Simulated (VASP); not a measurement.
# MgI2 (P-3m1) in VASP: a series of runs

Runs on MgI2. Level: PBE. Tasks: single point.

Program: VASP 6.6.1. These are calculated values, not measurements. Logs are shortened: lines on timing, memory, paths and dates and some standing lists are left out, and cuts for length are marked.

**1. The cell of the first run**

The structure is trigonal, space group P-3m1 (No. 164). The conventional cell has a = 3.644 Å, b = 3.644 Å, c = 5.936 Å, α = 90.00°, β = 90.00°, γ = 120.00°. Mg (site symmetry -3m) has 6 I at 2.67 Å within 3.5 Å. Within 3.5 Å of I (site symmetry 3m) lie 3 Mg at 2.67 Å and 3 I at 3.37 Å.

**2. Single point, PBE**

Contents of INCAR:

```
SYSTEM = MgI2
  ALGO = Normal
  EDIFF = 1E-6
  ENCUT = 520
  GGA = PE
  ISIF = 2
  ISMEAR = 0
  LASPH = .True.
  LCHARG = .False.
  LREAL = .False.
  LWAVE = .False.
  NBANDS = 15
  NELM = 80
  PREC = Accurate
  SIGMA = 0.02
```

Contents of KPOINTS:

```
k-points
0
Gamma
  6 6 4
  0 0 0
```

Contents of POSCAR:

```
MgI2
1.0
    3.6439444459      0.0000000000      0.0000000000
   -1.8219722229      3.1557484601      0.0000000000
    0.0000000000      0.0000000000      5.9360190379
Mg I
1 2
Direct
    0.0000000000      0.0000000000      0.0000000000
    0.3333333333      0.6666666667      0.7217103346
    0.6666666667      0.3333333333      0.2782896654
```

Potentials or basis: VASP PAW PBE potentials, release 64 (Mg, I).

Run with:

```bash
$ cat potpaw_PBE.64/Mg/POTCAR potpaw_PBE.64/I/POTCAR > POTCAR
$ mpirun -np 1 vasp_std > vasp.out
```

OUTCAR:

```text
SYSTEM = MgI2
   EDIFF = 1E-6
   ENCUT = 520
   GGA = PE
   ISIF = 2
   ISMEAR = 0
   LASPH = .True.
   LREAL = .False.
   NELM = 80
   PREC = Accurate

 ion  position               nearest neighbor table
   1  0.000  0.000  0.000-   2 2.67   3 2.67   2 2.67   3 2.67   3 2.67   2 2.67
   2  0.333  0.667  0.722-   1 2.67   1 2.67   1 2.67   3 3.37   3 3.37   3 3.37
   3  0.667  0.333  0.278-   1 2.67   1 2.67   1 2.67   2 3.37   2 3.37   2 3.37

  LATTYP: Found a hexagonal cell.
 ALAT       =     3.6439444459
 C/A-ratio  =     1.6290092031

  Lattice vectors:

 A1 = (   3.6439444459,   0.0000000000,   0.0000000000)
 A2 = (  -1.8219722229,   3.1557484601,   0.0000000000)
 A3 = (   0.0000000000,   0.0000000000,   5.9360190379)

Analysis of symmetry for initial positions (statically):
=====================================================================
 Subroutine PRICEL returns:
 Original cell was already a primitive cell.

 Routine SETGRP: Setting up the symmetry group for a
 hexagonal supercell.

 Subroutine GETGRP returns: Found 12 space group operations
 (whereof 12 operations were pure point group operations)
 out of a pool of 24 trial point group operations.

The static configuration has the point symmetry D_3d.

Analysis of symmetry for dynamics (positions and initial velocities):
=====================================================================
 Subroutine PRICEL returns:
 Original cell was already a primitive cell.

 Routine SETGRP: Setting up the symmetry group for a
 hexagonal supercell.

 Subroutine GETGRP returns: Found 12 space group operations
 (whereof 12 operations were pure point group operations)
 out of a pool of 24 trial point group operations.

The dynamic configuration has the point symmetry D_3d.

 Subroutine INISYM returns: Found 12 space group operations
 (whereof 12 operations are pure point group operations),
 and found     1 'primitive' translations

----------------------------------------------------------------------------------------

                                     Primitive cell

  volume of cell :      68.2605

  direct lattice vectors                    reciprocal lattice vectors
     3.643944446  0.000000000  0.000000000     0.274427894  0.158441018  0.000000000
    -1.821972223  3.155748460  0.000000000     0.000000000  0.316882037  0.000000000
     0.000000000  0.000000000  5.936019038     0.000000000  0.000000000  0.168463072

  length of vectors
     3.643944446  3.643944446  5.936019038     0.316882037  0.316882037  0.168463072

  position of ions in fractional coordinates (direct lattice)
     0.000000000  0.000000000  0.000000000
     0.333333333  0.666666667  0.721710335
     0.666666667  0.333333333  0.278289665

  ion indices of the primitive-cell ions
   primitive index   ion index
                 1           1
                 2           2
                 3           3

----------------------------------------------------------------------------------------

 KPOINTS: k-points

Automatic generation of k-mesh.
 Grid dimensions read from file:
 generate k-points for:    6    6    4

 Generating k-lattice:

  Cartesian coordinates                     Fractional coordinates (reciprocal lattice)
     0.045737982  0.026406836  0.000000000     0.166666667  0.000000000  0.000000000
     0.000000000  0.052813673  0.000000000     0.000000000  0.166666667  0.000000000
     0.000000000  0.000000000  0.042115768     0.000000000  0.000000000  0.250000000

  Length of vectors
     0.052813673  0.052813673  0.042115768

  Shift w.r.t. Gamma in fractional coordinates (k-lattice)
     0.000000000  0.000000000  0.000000000

 Subroutine IBZKPT returns following result:
 ===========================================

 Found     24 irreducible k-points:

 Following reciprocal coordinates:
            Coordinates               Weight
  0.000000  0.000000  0.000000      1.000000
  0.166667  0.000000  0.000000      6.000000
  0.333333  0.000000  0.000000      6.000000
  0.500000  0.000000  0.000000      3.000000
  0.166667  0.166667  0.000000      6.000000
  0.333333  0.166667  0.000000     12.000000
[... 16 lines left out ...]
  0.333333  0.166667  0.500000     12.000000
  0.333333  0.333333  0.500000      2.000000
   k-points           NKPTS =     24   k-points in BZ     NKDIM =     24   number of bands    NBANDS=     15
   number of dos      NEDOS =    301   number of ions     NIONS =      3
   total plane-waves  NPLWV =  37632
   dimension x,y,z NGX =    28 NGY =   28 NGZ =   48
   dimension x,y,z NGXF=    56 NGYF=   56 NGZF=   96
   ions per type =               1   2
   NGX,Y,Z   is equivalent  to a cutoff of  12.77, 12.77, 13.44 a.u.
   NGXF,Y,Z  is equivalent  to a cutoff of  25.55, 25.55, 26.89 a.u.
 SYSTEM =  MgI2
   PREC   = accura    normal or accurate (medium, high low for compatibility)
   ISTART =      0    job   : 0-new  1-cont  2-samecut
   ICHARG =      2    charge: 1-file 2-atom 10-const
   ISPIN  =      1    spin polarized calculation?
   LNONCOLLINEAR =      F non collinear calculations
   LSORBIT =      F    spin-orbit coupling
   LASPH  =      T    aspherical Exc in radial PAW
   ENCUT  =  520.0 eV  38.22 Ry    6.18 a.u.   6.78  6.78 11.04*2*pi/ulx,y,z
   NELM   =     80;   NELMIN=  2; NELMDL= -5     # of ELM steps
   EDIFF  = 0.1E-05   stopping-criterion for ELM
   LREAL  =      F    real-space projection
   EDIFFG = 0.1E-04   stopping-criterion for IOM
   NSW    =      0    number of steps for IOM
   IBRION =     -1    ionic relax: 0-MD 1-quasi-New 2-CG
   NFREE  =      0    steps in history (QN), initial steepest desc. (CG)
   ISIF   =      2    stress and relaxation
   ISYM   =      2    0-nonsym 1-usesym 2-fastsym
   POTIM  = 0.5000    time-step for ionic-motion
   TEBEG  =    0.0;   TEEND  =   0.0 temperature during run
   PSTRESS=    0.0 pullay stress
   NELECT =      16.0000    total number of electrons
   NUPDOWN=      -1.0000    fix difference up-down
   EMIN   =  10.00;   EMAX   =-10.00  energy-range for DOS
   EFERMI =   0.00;   METHOD = LEGACY
   ISMEAR =     0;   SIGMA  =   0.02  broadening in eV -4-tet -1-fermi 0-gaus
   EFERMI_NEDOS =   21; number of points for ismear=-14 and -15
   IALGO  =     38    algorithm
   IMIX   =      4    mixing-type and parameters
     AMIX     =   0.40;   BMIX     =  1.00
     AMIX_MAG =   1.60;   BMIX_MAG =  1.00
  volume/ion in A,a.u.               =      22.75       153.55
  Fermi-wavevector in a.u.,A,eV,Ry     =   1.009389  1.907468 13.862502  1.018865
  Thomas-Fermi vector in A             =   2.142314
   LORBIT       =      0    0 simple, 1 ext, 2 COOP (PROOUT), +10 PAW based schemes
   GGA     = PE    functional components
   LHFCALC =     F    Hartree Fock is set to
   AEXX    =    0.0000 exact exchange contribution
   IVDW    =     0    specifies the selected vdW correction
   LEPSILON=     F    determine dielectric tensor
   LRPA    =     F    only Hartree local field effects (RPA)
 non-spin polarized calculation
 Gauss-broadening in eV      SIGMA  =   0.02
  energy-cutoff  :      520.00
  volume of cell :       68.26
 maximum number of plane-waves:      1858
 NGX is ok and might be reduce to    28
   NGX = 13   NGY = 13   NGZ = 23

 number of electron      16.0000001 magnetization

 Free energy of the ion-electron system (eV)
  ---------------------------------------------------
  ext. energy  EPLUGINS =         0.00000000
  ---------------------------------------------------
  free energy    TOTEN  =        -5.77586154 eV

  energy without entropy =       -5.77586154  energy(sigma->0) =       -5.77586154

 E-fermi :   7.6066     XC(G=0): -10.1098

 val. band max:        7.5038856015   @ k =   0.0000   0.0000   0.0000
 cond. band min:       9.9352642899   @ k =   0.3333   0.3333   0.0000
 fundamental gap:      2.4313786885
 Fermi energy:         7.6065883034

 k-point     1 :       0.0000    0.0000    0.0000
  band No.  band energies     occupation
      1      -7.2816      2.00000
      2      -5.4155      2.00000
      3       0.8343      2.00000
      4       6.4926      2.00000
      5       6.4926      2.00000
      6       7.4227      2.00000
      7       7.4227      2.00000
      8       7.5039      2.00000
      9      12.1025      0.00000
     10      12.6424      0.00000
     11      13.8145      0.00000
     12      14.4611      0.00000
     13      14.4611      0.00000
     14      15.4656      0.00000
     15      15.4656      0.00000

 k-point     2 :       0.1667    0.0000    0.0000
  band No.  band energies     occupation
      1      -6.9804      2.00000
      2      -5.2341      2.00000
      3       1.2000      2.00000
      4       4.6896      2.00000
      5       5.8769      2.00000
      6       5.9150      2.00000
      7       7.2499      2.00000
      8       7.2820      2.00000
      9      12.3050      0.00000
     10      13.3138      0.00000
     11      13.7067      0.00000
     12      14.2671      0.00000
     13      14.6956      0.00000
     14      15.0516      0.00000
     15      15.6778      0.00000

 k-point     3 :       0.3333    0.0000    0.0000
  band No.  band energies     occupation
      1      -6.1888      2.00000
      2      -4.9021      2.00000
      3       2.1808      2.00000
      4       2.4255      2.00000
      5       3.6426      2.00000
      6       5.1394      2.00000
      7       6.0946      2.00000
      8       6.8273      2.00000
      9      10.9494      0.00000
     10      12.3226      0.00000
     11      12.7524      0.00000
     12      13.9740      0.00000
     13      15.2293      0.00000
     14      16.5058      0.00000
     15      17.7189      0.00000
[... 343 lines left out ...]
 k-point    23 :       0.3333    0.1667    0.5000
  band No.  band energies     occupation
      1      -5.3186      2.00000
      2      -5.1190      2.00000
      3       1.6697      2.00000
      4       1.8465      2.00000
      5       3.9667      2.00000
      6       4.1509      2.00000
      7       5.9126      2.00000
      8       6.1858      2.00000
      9      11.5109      0.00000
     10      11.8907      0.00000
     11      13.1760      0.00000
     12      13.8346      0.00000
     13      14.5943      0.00000
     14      14.7775      0.00000
     15      17.6605      0.00000

 k-point    24 :       0.3333    0.3333    0.5000
  band No.  band energies     occupation
      1      -5.0039      2.00000
      2      -5.0039      2.00000
      3       2.1175      2.00000
      4       2.1175      2.00000
      5       2.6574      2.00000
      6       2.6853      2.00000
      7       6.3255      2.00000
      8       6.3255      2.00000
      9      11.9219      0.00000
     10      11.9219      0.00000
     11      12.8339      0.00000
     12      13.3722      0.00000
     13      16.5517      0.00000
     14      16.9196      0.00000
     15      17.0083      0.00000

------------------------ aborting loop because EDIFF is reached ----------------------------------------

  FORCE on cell =-STRESS in cart. coord.  units (eV):
  Direction    XX          YY          ZZ          XY          YZ          ZX
  --------------------------------------------------------------------------------------
  -------------------------------------------------------------------------------------
  Total       10.6524611     10.6524611     10.6464454      0.0000000      0.0000000     -0.0000000
  in kB      250.0294274    250.0294274    249.8882296      0.0000000      0.0000000     -0.0000000
  external PRESSURE =     249.9823614 kB  Pullay stress =       0.0000000 kB

 VOLUME and BASIS-vectors are now :
 -----------------------------------------------------------------------------
  energy-cutoff  :      520.00
  volume of cell :       68.26
      direct lattice vectors                 reciprocal lattice vectors
     3.643944446  0.000000000  0.000000000     0.274427894  0.158441018  0.000000000
    -1.821972223  3.155748460  0.000000000     0.000000000  0.316882037  0.000000000
     0.000000000  0.000000000  5.936019038     0.000000000  0.000000000  0.168463072

 POSITION                                       TOTAL-FORCE (eV/Angst)
 -----------------------------------------------------------------------------------
      0.00000      0.00000      0.00000        -0.000000      0.000000      0.000000
     -0.00000      2.10383      4.28409         0.000000      0.000000     -0.008113
      1.82197      1.05192      1.65193        -0.000000      0.000000      0.008113
 -----------------------------------------------------------------------------------
    total drift:                               -0.000000      0.000000      0.000000

  FREE ENERGIE OF THE ION-ELECTRON SYSTEM (eV)
  ---------------------------------------------------
  free  energy   TOTEN  =        -5.7758615413 eV

  energy  without entropy=       -5.7758615413  energy(sigma->0) =       -5.77586154
```

Run time: 23 s. Hardware: 1 thread of Intel Xeon Platinum 8259CL at 2.50GHz (Skylake/Cascade Lake), shared host; peak memory 0.19 GiB.

What came out:

- Free energy: -5.7759 eV
- Pressure: 25.0 GPa
- Largest force: 0.008 eV/Å
- Band gap on the k mesh: 2.43 eV (least direct gap 3.86 eV)

Forces on the atoms (eV/Å):
```
Mg   0.000  0.000  0.000
I    0.000  0.000 -0.008
I    0.000  0.000  0.008
```

Caveat: the cell stands under pressure; spin-orbit coupling is left out, which moves the levels of the heavy elements.

**3. Single point, PBE**

This run uses another cell than the first one, of 26.19 Å³/atom.

Contents of INCAR:

```
PREC = Accurate
ENCUT = 520
EDIFF = 1E-7
ISMEAR = 0
SIGMA = 0.02
LREAL = False
LASPH = True
NELM = 80
ALGO = Normal
ISIF = 2
LWAVE = False
LCHARG = False
GGA = PE
NBANDS = 15
```

Contents of KPOINTS:

```
Automatic mesh
0
Gamma
  6 6 4
```

Contents of POSCAR:

```
MgI2
1.0
    3.8395005601      0.0000000000      0.0000000000
   -1.9197502800      3.3251050229      0.0000000000
    0.0000000000      0.0000000000      6.1552078287
Mg I
1 2
Direct
    0.0000000000      0.0000000000      0.0000000000
    0.3333333333      0.6666666667      0.7295160971
    0.6666666667      0.3333333333      0.2704839029
```

Potentials or basis: VASP PAW PBE potentials, release 64 (Mg, I).

Run with:

```bash
$ cat potpaw_PBE.64/Mg/POTCAR potpaw_PBE.64/I/POTCAR > POTCAR
$ mpirun -np 1 vasp_std > vasp.out
```

Run time: 32 s. Hardware: 1 thread of Intel Xeon Platinum 8259CL at 2.50GHz (Skylake/Cascade Lake), shared host; peak memory 0.2 GiB.

It converged, with:

| Quantity | Value |
| --- | --- |
| Free energy | -6.9219 eV |
| Pressure | 12.0 GPa |
| Largest force | 0.011 eV/Å |
| Band gap on the k mesh | 2.93 eV (least direct gap 4.13 eV) |

Forces on the atoms (eV/Å):
```
Mg   0.000  0.000  0.000
I    0.000  0.000  0.011
I    0.000  0.000 -0.011
```

Levels at points of the mesh, in eV from the valence-band top:
```csv
k point,band 4,band 5,band 6,band 7,band 8,band 9,band 10,band 11,band 12,band 13
"(0.00, 0.00, 0.00)",-0.90,-0.90,-0.19,-0.19,0.00,4.36,4.55,6.80,6.80,6.86
"(0.50, 0.00, 0.00)",-3.99,-3.41,-2.23,-2.00,-0.78,3.35,4.56,5.00,6.33,8.28
"(0.00, 0.00, 0.50)",-3.10,-0.59,-0.59,-0.53,-0.53,4.94,5.26,6.37,6.37,7.23
"(0.50, 0.00, 0.50)",-5.01,-1.64,-1.63,-1.62,-1.61,3.41,4.34,4.82,5.16,8.08
```

Caveat: the cell stands under pressure; spin-orbit coupling is left out, which moves the levels of the heavy elements. A k mesh can miss the band edges.
